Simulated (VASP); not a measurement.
# P (P6_3/mmc) in VASP: notebook

Runs on P. Level: PBE. Tasks: single point.

Program: VASP 6.6.1. These are calculated values, not measurements. Logs are shortened: lines on timing, memory, paths and dates and some standing lists are left out, and cuts for length are marked.

## (1) The cell of the first run

It takes space group P6_3/mmc (No. 194, hexagonal). The conventional cell has a = 2.278 Å, b = 2.278 Å, c = 3.748 Å, α = 90.00°, β = 90.00°, γ = 120.00°. P (site symmetry -6m2) has 12 P at 2.28 to 2.29 Å within 3.0 Å.

This isn't the form of P at room conditions, which is orthorhombic.

## (2) Single point, PBE

INCAR reads:

```
SYSTEM = P
PREC = Accurate
ENCUT = 520
EDIFF = 1E-6
ISMEAR = -1
SIGMA = 0.05
LREAL = .False.
LASPH = .True.
NELM = 60
ALGO = Normal
ISIF = 2
LWAVE = .False.
LCHARG = .True.
GGA = PE
LELF = .True.
LVHAR = .True.
NBANDS = 12
```

KPOINTS reads:

```
regular mesh
0
Gamma
  17 17 10
  0 0 0
```

POSCAR reads:

```
P
1.0
    2.2779902597      0.0000000000      0.0000000000
   -1.1389951298      1.9727974345      0.0000000000
    0.0000000000      0.0000000000      3.7484445440
P
2
Direct
    0.3333333333      0.6666666667      0.2500000000
    0.6666666667      0.3333333333      0.7500000000
```

Potentials or basis: VASP PAW PBE potentials, release 64 (P).

Launch:

```bash
cat potpaw_PBE.64/P/POTCAR > POTCAR
mpirun -np 1 vasp_std > vasp.out
```

OUTCAR:

```text
SYSTEM = P
   PREC = Accurate
   ENCUT = 520
   EDIFF = 1E-6
   ISMEAR = -1
   LREAL = .False.
   LASPH = .True.
   NELM = 60
   ISIF = 2
   GGA = PE

 ion  position               nearest neighbor table
   1  0.333  0.667  0.250-   2 2.29   2 2.29   2 2.29   2 2.29   2 2.29   2 2.29
   2  0.667  0.333  0.750-   1 2.29   1 2.29   1 2.29   1 2.29   1 2.29   1 2.29

  LATTYP: Found a hexagonal cell.
 ALAT       =     2.2779902597
 C/A-ratio  =     1.6455050798

  Lattice vectors:

 A1 = (   2.2779902597,   0.0000000000,   0.0000000000)
 A2 = (  -1.1389951298,   1.9727974345,   0.0000000000)
 A3 = (   0.0000000000,   0.0000000000,   3.7484445440)

Analysis of symmetry for initial positions (statically):
=====================================================================
 Subroutine PRICEL returns:
 Original cell was already a primitive cell.

 Routine SETGRP: Setting up the symmetry group for a
 hexagonal supercell.

 Subroutine GETGRP returns: Found 24 space group operations
 (whereof 12 operations were pure point group operations)
 out of a pool of 24 trial point group operations.

The static configuration has the point symmetry D_3d.
 The point group associated with its full space group is D_6h.

Analysis of symmetry for dynamics (positions and initial velocities):
=====================================================================
 Subroutine PRICEL returns:
 Original cell was already a primitive cell.

 Routine SETGRP: Setting up the symmetry group for a
 hexagonal supercell.

 Subroutine GETGRP returns: Found 24 space group operations
 (whereof 12 operations were pure point group operations)
 out of a pool of 24 trial point group operations.

The dynamic configuration has the point symmetry D_3d.
 The point group associated with its full space group is D_6h.

 Subroutine INISYM returns: Found 24 space group operations
 (whereof 12 operations are pure point group operations),
 and found     1 'primitive' translations

----------------------------------------------------------------------------------------

                                     Primitive cell

  volume of cell :      16.8456

  direct lattice vectors                    reciprocal lattice vectors
     2.277990260  0.000000000  0.000000000     0.438983440  0.253447207  0.000000000
    -1.138995130  1.972797434  0.000000000     0.000000000  0.506894414  0.000000000
     0.000000000  0.000000000  3.748444544     0.000000000  0.000000000  0.266777323

  length of vectors
     2.277990260  2.277990260  3.748444544     0.506894414  0.506894414  0.266777323

  position of ions in fractional coordinates (direct lattice)
     0.333333333  0.666666667  0.250000000
     0.666666667  0.333333333  0.750000000

  ion indices of the primitive-cell ions
   primitive index   ion index
                 1           1
                 2           2

----------------------------------------------------------------------------------------

 KPOINTS: regular mesh

Automatic generation of k-mesh.
 Grid dimensions read from file:
 generate k-points for:   17   17   10

 Generating k-lattice:

  Cartesian coordinates                     Fractional coordinates (reciprocal lattice)
     0.025822555  0.014908659  0.000000000     0.058823529  0.000000000  0.000000000
     0.000000000  0.029817318  0.000000000     0.000000000  0.058823529  0.000000000
     0.000000000  0.000000000  0.026677732     0.000000000  0.000000000  0.100000000

  Length of vectors
     0.029817318  0.029817318  0.026677732

  Shift w.r.t. Gamma in fractional coordinates (k-lattice)
     0.000000000  0.000000000  0.000000000

 Subroutine IBZKPT returns following result:
 ===========================================

 Found    198 irreducible k-points:

 Following reciprocal coordinates:
            Coordinates               Weight
  0.000000  0.000000  0.000000      1.000000
  0.058824  0.000000  0.000000      6.000000
  0.117647  0.000000  0.000000      6.000000
  0.176471 -0.000000  0.000000      6.000000
  0.235294  0.000000  0.000000      6.000000
  0.294118  0.000000  0.000000      6.000000
[... 16 lines left out ...]
  0.411765  0.117647  0.000000     12.000000
  0.176471  0.176471  0.000000      6.000000
 [... further k-points ...]
   k-points           NKPTS =    198   k-points in BZ     NKDIM =    198   number of bands    NBANDS=     12
   number of dos      NEDOS =    301   number of ions     NIONS =      2
   total plane-waves  NPLWV =   9072
   dimension x,y,z NGX =    18 NGY =   18 NGZ =   28
   dimension x,y,z NGXF=    36 NGYF=   36 NGZF=   56
   ions per type =               2
   NGX,Y,Z   is equivalent  to a cutoff of  13.14, 13.14, 12.42 a.u.
   NGXF,Y,Z  is equivalent  to a cutoff of  26.27, 26.27, 24.84 a.u.
 SYSTEM =  P
   PREC   = accura    normal or accurate (medium, high low for compatibility)
   ISTART =      0    job   : 0-new  1-cont  2-samecut
   ICHARG =      2    charge: 1-file 2-atom 10-const
   ISPIN  =      1    spin polarized calculation?
   LNONCOLLINEAR =      F non collinear calculations
   LSORBIT =      F    spin-orbit coupling
   LASPH  =      T    aspherical Exc in radial PAW
   ENCUT  =  520.0 eV  38.22 Ry    6.18 a.u.   4.24  4.24  6.97*2*pi/ulx,y,z
   NELM   =     60;   NELMIN=  2; NELMDL= -5     # of ELM steps
   EDIFF  = 0.1E-05   stopping-criterion for ELM
   LREAL  =      F    real-space projection
   EDIFFG = 0.1E-04   stopping-criterion for IOM
   NSW    =      0    number of steps for IOM
   IBRION =     -1    ionic relax: 0-MD 1-quasi-New 2-CG
   NFREE  =      0    steps in history (QN), initial steepest desc. (CG)
   ISIF   =      2    stress and relaxation
   ISYM   =      2    0-nonsym 1-usesym 2-fastsym
   POTIM  = 0.5000    time-step for ionic-motion
   TEBEG  =    0.0;   TEEND  =   0.0 temperature during run
   PSTRESS=    0.0 pullay stress
   NELECT =      10.0000    total number of electrons
   NUPDOWN=      -1.0000    fix difference up-down
   EMIN   =  10.00;   EMAX   =-10.00  energy-range for DOS
   EFERMI =   0.00;   METHOD = LEGACY
   ISMEAR =    -1;   SIGMA  =   0.05  broadening in eV -4-tet -1-fermi 0-gaus
   EFERMI_NEDOS =   21; number of points for ismear=-14 and -15
   IALGO  =     38    algorithm
   IMIX   =      4    mixing-type and parameters
     AMIX     =   0.40;   BMIX     =  1.00
     AMIX_MAG =   1.60;   BMIX_MAG =  1.00
  volume/ion in A,a.u.               =       8.42        56.84
  Fermi-wavevector in a.u.,A,eV,Ry     =   1.375877  2.600031 25.756348  1.893038
  Thomas-Fermi vector in A             =   2.501173
   LORBIT       =      0    0 simple, 1 ext, 2 COOP (PROOUT), +10 PAW based schemes
   GGA     = PE    functional components
   LHFCALC =     F    Hartree Fock is set to
   AEXX    =    0.0000 exact exchange contribution
   IVDW    =     0    specifies the selected vdW correction
   LEPSILON=     F    determine dielectric tensor
   LRPA    =     F    only Hartree local field effects (RPA)
 non-spin polarized calculation
  energy-cutoff  :      520.00
  volume of cell :       16.85
 maximum number of plane-waves:       470
 NGX is ok and might be reduce to    18
   NGX =  9   NGY =  9   NGZ = 13

 number of electron      10.0000000 magnetization

 number of electron       9.9999999 magnetization

 Free energy of the ion-electron system (eV)
  ---------------------------------------------------
  ext. energy  EPLUGINS =         0.00000000
  ---------------------------------------------------
  free energy    TOTEN  =        -5.75456597 eV

  energy without entropy =       -5.74965740  energy(sigma->0) =       -5.75211169

 E-fermi :  19.6383     XC(G=0): -14.0009

 val. band max:       19.6342278540   @ k =   0.4706   0.0588   0.1000
 cond. band min:      19.6650882992   @ k =   0.4118   0.0588   0.0000
 fundamental gap:      0.0308604452
 Fermi energy:        19.6382529436

 k-point     1 :       0.0000    0.0000    0.0000
  band No.  band energies     occupation
      1      -3.9176      2.00000
      2       6.0215      2.00000
      3       6.0600      2.00000
      4      28.3069      0.00000
      5      28.3069      0.00000
      6      29.7316      0.00000
      7      29.7316      0.00000
      8      31.4303      0.00000
      9      32.9469      0.00000
     10      34.7687      0.00000
     11      36.0442      0.00000
     12      36.0526      0.00000

 k-point     2 :       0.0588    0.0000    0.0000
  band No.  band energies     occupation
      1      -3.7905      2.00000
      2       6.1407      2.00000
      3       6.1830      2.00000
      4      26.2388      0.00000
      5      27.1274      0.00000
      6      29.4529      0.00000
      7      31.1154      0.00000
      8      32.4099      0.00000
      9      32.7620      0.00000
     10      33.9753      0.00000
     11      34.6448      0.00000
     12      35.8095      0.00000

 k-point     3 :       0.1176    0.0000    0.0000
  band No.  band energies     occupation
      1      -3.4097      2.00000
      2       6.4980      2.00000
      3       6.5504      2.00000
      4      23.0794      0.00000
      5      25.6513      0.00000
      6      28.4563      0.00000
      7      31.1265      0.00000
      8      31.5476      0.00000
      9      32.7755      0.00000
     10      33.6974      0.00000
     11      33.7563      0.00000
     12      34.7836      0.00000
[... 286 lines left out ...]
 k-point    23 :       0.4118    0.1176    0.0000
  band No.  band energies     occupation
      1       4.4070      2.00000
      2       6.5075      2.00000
      3      13.6940      2.00000
      4      14.0440      2.00000
      5      15.7314      2.00000
      6      16.4791      2.00000
      7      17.6366      2.00000
      8      25.7746      0.00000
      9      26.7237      0.00000
     10      28.9554      0.00000
     11      36.9071      0.00000
     12      37.9006      0.00000

 k-point    24 :       0.1765    0.1765    0.0000
  band No.  band energies     occupation
      1      -0.5131      2.00000
      2       9.2291      2.00000
      3       9.2671      2.00000
      4      16.0331      2.00000
      5      16.1634      2.00000
      6      24.3336      0.00000
      7      24.7139      0.00000
      8      25.5616      0.00000
      9      27.2635      0.00000
     10      32.9190      0.00000
     11      34.2977      0.00000
     12      36.5762      0.00000

 [... further k-points ...]
[... 5 lines left out ...]
  --------------------------------------------------------------------------------------
  -------------------------------------------------------------------------------------
  Total       14.6012370     14.6012370     14.5973879      0.0000000      0.0000000      0.0000000
  in kB     1388.7203037   1388.7203038   1388.3542201      0.0000000      0.0000000      0.0000000
  external PRESSURE =    1388.5982759 kB  Pullay stress =       0.0000000 kB

 VOLUME and BASIS-vectors are now :
 -----------------------------------------------------------------------------
  energy-cutoff  :      520.00
  volume of cell :       16.85
      direct lattice vectors                 reciprocal lattice vectors
     2.277990260  0.000000000  0.000000000     0.438983440  0.253447207  0.000000000
    -1.138995130  1.972797434  0.000000000     0.000000000  0.506894414  0.000000000
     0.000000000  0.000000000  3.748444544     0.000000000  0.000000000  0.266777323

 POSITION                                       TOTAL-FORCE (eV/Angst)
 -----------------------------------------------------------------------------------
     -0.00000      1.31520      0.93711        -0.000000      0.000000      0.000000
      1.13900      0.65760      2.81133         0.000000     -0.000000      0.000000
 -----------------------------------------------------------------------------------
    total drift:                               -0.000000      0.000000     -0.000000

  FREE ENERGIE OF THE ION-ELECTRON SYSTEM (eV)
  ---------------------------------------------------
  free  energy   TOTEN  =        -5.7545659729 eV

  energy  without entropy=       -5.7496573990  energy(sigma->0) =       -5.75211169
```

Run time: 15 s. Hardware: 1 thread of Intel Xeon Platinum 8488C (Sapphire Rapids), shared host; peak memory 0.14 GiB.

Results:

```yaml
Free_energy: -5.7546 eV
Pressure: 138.9 GPa
Band_gap_on_the_k_mesh: zero (bands 5 and 6 overlap by 18.24 eV)
```

Levels at points of the mesh, in eV from the Fermi level:
```csv
k point,band 2,band 3,band 4,band 5,band 6,band 7,band 8,band 9
"(0.00, 0.00, 0.00)",-13.62,-13.58,8.67,8.67,10.09,10.09,11.79,13.31
"(0.00, 0.00, 0.50)",-21.02,-1.74,-1.74,10.73,10.73,10.73,10.73,12.32
```

Caveat: the cell stands under pressure.

## (3) Single point, PBE (8.42 Å³/atom)

INCAR reads:

```
PREC     = Accurate       # precision mode
ENCUT    = 520            # plane-wave cutoff, eV
EDIFF    = 1E-6           # SCF threshold, eV
ISMEAR   = -1             # smearing method
SIGMA    = 0.05           # smearing width, eV
LREAL    = False          # projectors in reciprocal space
LASPH    = True           # aspherical terms in the spheres
NELM     = 60             # most SCF steps
ALGO     = Normal         # electronic algorithm
ISIF     = 2              # what is computed and relaxed
LWAVE    = False          # write WAVECAR
LCHARG   = False          # write CHGCAR
GGA      = PE             # functional
NBANDS   = 12             # bands
```

KPOINTS reads:

```
Automatic mesh
0
Gamma
  17 17 10
```

POSCAR is that of step 2.

Potentials or basis: VASP PAW PBE potentials, release 64 (P).

Launch:

```bash
cat potpaw_PBE.64/P/POTCAR > POTCAR
mpirun -np 1 vasp_std > vasp.out
```

Run time: 21 s. Hardware: 1 thread of Intel Xeon Platinum 8488C (Sapphire Rapids), shared host; peak memory 0.14 GiB.

It converged, with:

| Quantity | Value |
| --- | --- |
| Free energy | -5.7546 eV |
| Pressure | 138.9 GPa |
| Band gap on the k mesh | zero (bands 5 and 6 overlap by 18.24 eV) |

Levels at points of the mesh, in eV from the Fermi level:
| k point | band 1 | band 2 | band 3 | band 4 | band 5 | band 6 | band 7 | band 8 | band 9 | band 10 |
| --- | --- | --- | --- | --- | --- | --- | --- | --- | --- | --- |
| (0.00, 0.00, 0.00) | -23.56 | -13.62 | -13.58 | 8.67 | 8.67 | 10.09 | 10.09 | 11.79 | 13.31 | 15.13 |
| (0.00, 0.00, 0.50) | -21.02 | -21.02 | -1.74 | -1.74 | 10.73 | 10.73 | 10.73 | 10.73 | 12.32 | 12.32 |

Caveat: the cell stands under pressure.
